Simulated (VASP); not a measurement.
# Fe (P6_3/mmc) in VASP: further runs

The runs below take Fe through single point, with PBEsol.

Everything below comes from runs of VASP 6.6.1. Logs are shortened: lines on timing, memory, paths and dates and some standing lists are left out, and cuts for length are marked.

**1. The cell of the first run**

Symmetry: P6_3/mmc, No. 194, hexagonal system. The conventional cell has a = 2.347 Å, b = 2.347 Å, c = 3.797 Å, α = 90.00°, β = 90.00°, γ = 120.00°. Within 3.1 Å of Fe (site symmetry -6m2) lie 12 Fe at 2.33 to 2.35 Å.

**2. Single point, PBEsol, collinear spin, antiferromagnetic start**

Input file INCAR:

```
PREC     = Accurate       # precision mode
ENCUT    = 520            # plane-wave cutoff, eV
EDIFF    = 1E-7           # SCF threshold, eV
ISMEAR   = -1             # smearing method
SIGMA    = 0.15           # smearing width, eV
LREAL    = False          # projectors in reciprocal space
LASPH    = True           # aspherical terms in the spheres
NELM     = 150            # most SCF steps
ALGO     = Normal         # electronic algorithm
ISIF     = 2              # what is computed and relaxed
LWAVE    = False          # write WAVECAR
LCHARG   = False          # write CHGCAR
ISPIN    = 2              # spin polarisation
MAGMOM   = 4.5 -4.5       # initial moments
LORBIT   = 11             # projections on sites
LMAXMIX  = 4              # l up to which the mixer works
GGA      = PS             # functional
NBANDS   = 19             # bands
```

Input file KPOINTS:

```
Automatic mesh
0
Gamma
  4 4 2
```

Input file POSCAR:

```
Fe
1.0
    2.3470000000      0.0000000000      0.0000000000
   -1.1735000000      2.0325600000      0.0000000000
    0.0000000000      0.0000000000      3.7970000000
Fe
2
Direct
    0.3333333333      0.6666666667      0.2500000000
    0.6666666667      0.3333333333      0.7500000000
```

Potentials or basis: VASP PAW PBE potentials, release 64 (Fe).

Launch:

```bash
$ cat potpaw_PBE.64/Fe/POTCAR > POTCAR
$ mpirun -np 1 vasp_std > vasp.out
```

OUTCAR:

```text
PREC = Accurate
   ENCUT = 520
   EDIFF = 1E-7
   ISMEAR = -1
   LREAL = False
   LASPH = True
   NELM = 150
   ISIF = 2
   ISPIN = 2
   LORBIT = 11
   GGA = PS

 ion  position               nearest neighbor table
   1  0.333  0.667  0.250-   2 2.33   2 2.33   2 2.33   2 2.33   2 2.33   2 2.33
   2  0.667  0.333  0.750-   1 2.33   1 2.33   1 2.33   1 2.33   1 2.33   1 2.33

  LATTYP: Found a hexagonal cell.
 ALAT       =     2.3470000000
 C/A-ratio  =     1.6178099702

  Lattice vectors:

 A1 = (   2.3470000000,   0.0000000000,   0.0000000000)
 A2 = (  -1.1735000000,   2.0325600000,   0.0000000000)
 A3 = (   0.0000000000,   0.0000000000,   3.7970000000)

Analysis of symmetry for initial positions (statically):
=====================================================================
 Subroutine PRICEL returns:
 Original cell was already a primitive cell.

 Routine SETGRP: Setting up the symmetry group for a
 hexagonal supercell.

 Subroutine GETGRP returns: Found 24 space group operations
 (whereof 12 operations were pure point group operations)
 out of a pool of 24 trial point group operations.

The static configuration has the point symmetry D_3d.
 The point group associated with its full space group is D_6h.

Analysis of symmetry for dynamics (positions and initial velocities):
=====================================================================
 Subroutine PRICEL returns:
 Original cell was already a primitive cell.

 Routine SETGRP: Setting up the symmetry group for a
 hexagonal supercell.

 Subroutine GETGRP returns: Found 24 space group operations
 (whereof 12 operations were pure point group operations)
 out of a pool of 24 trial point group operations.

The dynamic configuration has the point symmetry D_3d.
 The point group associated with its full space group is D_6h.

Analysis of structural, dynamic, and magnetic symmetry:
=====================================================================
 Subroutine PRICEL returns:
 Original cell was already a primitive cell.

 Routine SETGRP: Setting up the symmetry group for a
 hexagonal supercell.

 Subroutine GETGRP returns: Found 24 space group operations
 (whereof 12 operations were pure point group operations)
 out of a pool of 24 trial point group operations.

The overall configuration has the point symmetry D_3d.
 The point group associated with its full space group is D_6h.

[... 102 lines left out ...]
  volume/ion in A,a.u.               =       9.06        61.12
  Fermi-wavevector in a.u.,A,eV,Ry     =   1.570782  2.968347 33.570400  2.467355
  Thomas-Fermi vector in A             =   2.672464
   LORBIT       =     11    0 simple, 1 ext, 2 COOP (PROOUT), +10 PAW based schemes
   GGA     = PS    functional components
   LHFCALC =     F    Hartree Fock is set to
   AEXX    =    0.0000 exact exchange contribution
   IVDW    =     0    specifies the selected vdW correction
   LEPSILON=     F    determine dielectric tensor
   LRPA    =     F    only Hartree local field effects (RPA)
 spin polarized calculation
  energy-cutoff  :      520.00
  volume of cell :       18.11
 maximum number of plane-waves:       513
 NGX is ok and might be reduce to    18
   NGX =  9   NGY =  9   NGZ = 15

 number of electron      15.9999991 magnetization      -0.0000000

 number of electron      15.9999991 magnetization       0.0000000

 Free energy of the ion-electron system (eV)
  ---------------------------------------------------
  ext. energy  EPLUGINS =         0.00000000
  ---------------------------------------------------
  free energy    TOTEN  =       -17.95482665 eV

  energy without entropy =      -17.78914470  energy(sigma->0) =      -17.87198568

 E-fermi :   8.2015     XC(G=0): -14.6426

 val. band max:        8.1057737797   @ k =   0.2500  -0.0000   0.0000
 cond. band min:       8.2701919097   @ k =   0.2500   0.2500   0.0000
 fundamental gap:      0.1644181301
 Fermi energy:         8.2014761793

 spin component 1

 k-point     1 :       0.0000    0.0000    0.0000
  band No.  band energies     occupation
      1      -1.4895      1.00000
      2       2.5035      1.00000
      3       6.2450      1.00000
      4       6.3390      1.00000
      5       6.3390      1.00000
      6       6.8654      0.99986
[... 152 lines left out ...]
      5       5.6880      1.00000
      6       5.6881      1.00000
[... 11 lines left out ...]
     18      31.2283      0.00000
     19      38.3983      0.00000
 Fermi energy:         8.2014761793

 spin component 2

 k-point     1 :       0.0000    0.0000    0.0000
  band No.  band energies     occupation
      1      -1.4895      1.00000
      2       2.5035      1.00000
      3       6.2450      1.00000
      4       6.3390      1.00000
      5       6.3390      1.00000
      6       6.8654      0.99986
[... 153 lines left out ...]
      6       5.6881      1.00000
[... 11 lines left out ...]
     18      31.2283      0.00000
     19      38.3983      0.00000

------------------------ aborting loop because EDIFF is reached ----------------------------------------

  FORCE on cell =-STRESS in cart. coord.  units (eV):
  Direction    XX          YY          ZZ          XY          YZ          ZX
  --------------------------------------------------------------------------------------
  -------------------------------------------------------------------------------------
  Total        3.9580691      3.9580628      1.8428113      0.0000000     -0.0000000      0.0000000
  in kB      350.1038593    350.1033003    163.0025422      0.0000000     -0.0000000      0.0000000
  external PRESSURE =     287.7365673 kB  Pullay stress =       0.0000000 kB

 VOLUME and BASIS-vectors are now :
 -----------------------------------------------------------------------------
  energy-cutoff  :      520.00
  volume of cell :       18.11
      direct lattice vectors                 reciprocal lattice vectors
     2.347000000  0.000000000  0.000000000     0.426075841  0.245995198  0.000000000
    -1.173500000  2.032560000  0.000000000     0.000000000  0.491990396  0.000000000
     0.000000000  0.000000000  3.797000000     0.000000000  0.000000000  0.263365815

 POSITION                                       TOTAL-FORCE (eV/Angst)
 -----------------------------------------------------------------------------------
     -0.00000      1.35504      0.94925        -0.000000     -0.000000      0.000000
      1.17350      0.67752      2.84775         0.000000      0.000000      0.000000
 -----------------------------------------------------------------------------------
    total drift:                                0.000000     -0.000000     -0.000000

  FREE ENERGIE OF THE ION-ELECTRON SYSTEM (eV)
  ---------------------------------------------------
  free  energy   TOTEN  =       -17.9548266510 eV

  energy  without entropy=      -17.7891447050  energy(sigma->0) =      -17.87198568

 total charge

# of ion       s       p       d       tot
------------------------------------------
    1        0.607   0.731   6.519   7.856
    2        0.607   0.731   6.519   7.856
--------------------------------------------------
tot          1.213   1.462  13.038  15.713

 magnetization (x)

# of ion       s       p       d       tot
------------------------------------------
    1        0.000   0.000   0.000   0.000
    2       -0.000  -0.000  -0.000  -0.000
--------------------------------------------------
tot          0.000   0.000   0.000   0.000
```

OSZICAR:

```text
N       E                     dE             d eps       ncg     rms          rms(c)
DAV:   1     0.686859127633E+02    0.68686E+02   -0.70625E+03   688   0.115E+03
DAV:   2    -0.153883477395E+02   -0.84074E+02   -0.72979E+02   614   0.199E+02
[... 11 lines left out ...]
DAV:  14    -0.179548131235E+02   -0.67329E-04   -0.11476E-03   825   0.563E-01    0.241E-02
DAV:  15    -0.179548152487E+02   -0.21252E-05   -0.22564E-05   650   0.434E-02    0.236E-02
DAV:  16    -0.179548243237E+02   -0.90750E-05   -0.61755E-05   860   0.127E-01    0.855E-03
DAV:  17    -0.179548263279E+02   -0.20042E-05   -0.97555E-06   954   0.465E-02    0.321E-03
DAV:  18    -0.179548266381E+02   -0.31026E-06   -0.14692E-06   696   0.175E-02    0.113E-03
DAV:  19    -0.179548266510E+02   -0.12852E-07   -0.34045E-07   383   0.697E-03
   1 F= -.17954827E+02 E0= -.17871986E+02  d E =-.165682E+00  mag=     0.0000
```

Wall time 9.7 s (1 thread of Intel Xeon 6975P-C (Granite Rapids), shared host); peak memory 0.13 GiB.

Results:

| Quantity | Value |
| --- | --- |
| Free energy | -17.9548 eV |
| Pressure | 28.8 GPa |
| Band gap on the k mesh | zero (filled and empty bands overlap) |
| Net moment | 0.00 μB per cell |
| Valence electrons inside the program's atomic spheres | Fe 7.86 |

Stress tensor (GPa, compression positive):
```
35.01  0.00  0.00
 0.00 35.01  0.00
 0.00  0.00 16.30
```

Caveat: the k points lie up to 0.83 Å⁻¹ apart; the starting moments collapsed, and a magnetic state may lie lower; the PAW data sets were made with another functional, which shifts forces and pressure a little.

**3. Single point, PBEsol, collinear spin, antiferromagnetic start**

Input file INCAR:

```
PREC = Accurate
ENCUT = 520
EDIFF = 1E-7
ISMEAR = -1
SIGMA = 0.15
LREAL = F
LASPH = T
NELM = 150
ALGO = Normal
ISIF = 2
LWAVE = F
LCHARG = T
ISPIN = 2
MAGMOM = 4.5 -4.5
LORBIT = 11
LMAXMIX = 4
GGA = PS
LELF = T
LVHAR = T
NBANDS = 19
```

Input file KPOINTS:

```
Automatic mesh
0
Gamma
  5 5 3
```

POSCAR is that of step 2.

Potentials or basis: VASP PAW PBE potentials, release 64 (Fe).

Launch:

```bash
$ cat potpaw_PBE.64/Fe/POTCAR > POTCAR
$ mpirun -np 1 vasp_std > vasp.out
```

Run time: 10 s. Hardware: 1 thread of Intel Xeon 6975P-C (Granite Rapids), shared host; peak memory 0.13 GiB.

It converged, with:

```
Free energy                                           : -17.7575 eV
Pressure                                              : 31.7 GPa
Band gap on the k mesh                                : zero (filled and empty bands overlap)
Net moment                                            : 0.00 μB per cell
Valence electrons inside the program's atomic spheres : Fe 7.86
```

Stress tensor (GPa, compression positive):
```
33.62  0.00  0.00
 0.00 33.62  0.00
 0.00  0.00 27.89
```

Levels at points of the mesh, in eV from the Fermi level:
Spin up:
```csv
k point,band 4,band 5,band 6,band 7,band 8,band 9,band 10,band 11,band 12,band 13
"(0.00, 0.00, 0.00)",-2.01,-2.01,-1.49,-1.49,-0.90,-0.90,0.15,0.82,0.82,9.62
```
Spin down:
```
           k point  band 6  band 7  band 8  band 9  band 10  band 11
(0.00, 0.00, 0.00)   -1.49   -1.49   -0.90   -0.90     0.15     0.82
```

Caveat: the k points lie up to 0.62 Å⁻¹ apart; the starting moments collapsed, and a magnetic state may lie lower; the PAW data sets were made with another functional, which shifts forces and pressure a little.

**4. Single point, PBEsol, collinear spin, antiferromagnetic start**

Input file INCAR:

```
SYSTEM = Fe
  PREC = Accurate
  ENCUT = 520
  EDIFF = 1E-6
  ISMEAR = -1
  SIGMA = 0.15
  LREAL = .FALSE.
  LASPH = .TRUE.
  NELM = 150
  ALGO = Normal
  ISIF = 2
  LWAVE = .FALSE.
  LCHARG = .TRUE.
  ISPIN = 2
  MAGMOM = 4.5 -4.5
  LORBIT = 11
  LMAXMIX = 4
  GGA = PS
  LELF = .TRUE.
  LVHAR = .TRUE.
  NBANDS = 19
```

Input file KPOINTS:

```
regular mesh
0
G
  7 7 4
  0 0 0
```

POSCAR is that of step 3.

Launch:

```bash
$ cat potpaw_PBE.64/Fe/POTCAR > POTCAR
$ mpirun -np 1 vasp_std > vasp.out
```

It took 19 s on 1 thread of Intel Xeon 6975P-C (Granite Rapids), shared host; peak memory 0.13 GiB.

Results (log left out):

```yaml
Free_energy: -17.7763 eV
Pressure: 32.6 GPa
Band_gap_on_the_k_mesh: zero (filled and empty bands overlap)
Net_moment: 0.00 μB per cell
Valence_electrons_inside_the_program's_atomic_spheres: Fe 7.85
```

Stress tensor (GPa, compression positive):
```
37.78  0.00  0.00
 0.00 37.78  0.00
 0.00  0.00 22.10
```

Levels at points of the mesh, in eV from the Fermi level:
Spin up:
```
           k point  band 6  band 7  band 8  band 9  band 10  band 11
(0.00, 0.00, 0.00)   -1.42   -1.42   -0.87   -0.87     0.24     0.86
(0.00, 0.00, 0.50)   -2.04   -2.04   -2.04    0.39     0.39     0.39
```
Spin down:
```
           k point  band 5  band 6  band 7  band 8  band 9  band 10  band 11  band 12
(0.00, 0.00, 0.00)   -1.94   -1.42   -1.42   -0.87   -0.87     0.24     0.86     0.86
(0.00, 0.00, 0.50)   -2.04   -2.04   -2.04   -2.04    0.39     0.39     0.39     0.39
```

Caveat: the k points lie up to 0.44 Å⁻¹ apart; the starting moments collapsed, and a magnetic state may lie lower; the PAW data sets were made with another functional, which shifts forces and pressure a little.

**5. Single point, PBEsol, collinear spin, antiferromagnetic start**

Input file INCAR:

```
SYSTEM = Fe
ALGO     = Normal         ! electronic algorithm
EDIFF    = 1E-7           ! SCF threshold, eV
ENCUT    = 520            ! plane-wave cutoff, eV
GGA      = PS             ! functional
ISIF     = 2              ! what is computed and relaxed
ISMEAR   = -1             ! smearing method
ISPIN    = 2              ! spin polarisation
LASPH    = .True.         ! aspherical terms in the spheres
LCHARG   = .False.        ! write CHGCAR
LMAXMIX  = 4              ! l up to which the mixer works
LORBIT   = 11             ! projections on sites
LREAL    = .False.        ! projectors in reciprocal space
LWAVE    = .False.        ! write WAVECAR
MAGMOM   = 4.5 -4.5       ! initial moments
NBANDS   = 19             ! bands
NELM     = 150            ! most SCF steps
PREC     = Accurate       ! precision mode
SIGMA    = 0.15           ! smearing width, eV
```

Input file KPOINTS:

```
k-points
0
Gamma
  9 9 5
  0 0 0
```

POSCAR is that of step 4.

Launch:

```bash
$ cat potpaw_PBE.64/Fe/POTCAR > POTCAR
$ mpirun -np 1 vasp_std > vasp.out
```

Run time: 27 s. Hardware: 1 thread of Intel Xeon 6975P-C (Granite Rapids), shared host; peak memory 0.13 GiB.

The run converged. Its results:

| Quantity | Value |
| --- | --- |
| Free energy | -17.8270 eV |
| Pressure | 31.2 GPa |
| Band gap on the k mesh | zero (filled and empty bands overlap) |
| Net moment | 0.00 μB per cell |
| Valence electrons inside the program's atomic spheres | Fe 7.85 |

Stress tensor (GPa, compression positive):
```
35.42  0.00  0.00
 0.00 35.42  0.00
 0.00  0.00 22.85
```

Levels at points of the mesh, in eV from the Fermi level:
Spin up:
| k point | band 5 | band 6 | band 7 | band 8 | band 9 | band 10 | band 11 | band 12 |
| --- | --- | --- | --- | --- | --- | --- | --- | --- |
| (0.00, 0.00, 0.00) | -1.98 | -1.46 | -1.46 | -0.89 | -0.89 | 0.23 | 0.84 | 0.84 |
Spin down:
| k point | band 5 | band 6 | band 7 | band 8 | band 9 | band 10 | band 11 | band 12 |
| --- | --- | --- | --- | --- | --- | --- | --- | --- |
| (0.00, 0.00, 0.00) | -1.98 | -1.46 | -1.46 | -0.89 | -0.89 | 0.23 | 0.84 | 0.84 |

Caveat: the starting moments collapsed, and a magnetic state may lie lower; the PAW data sets were made with another functional, which shifts forces and pressure a little.

[end of part 1 of 2]
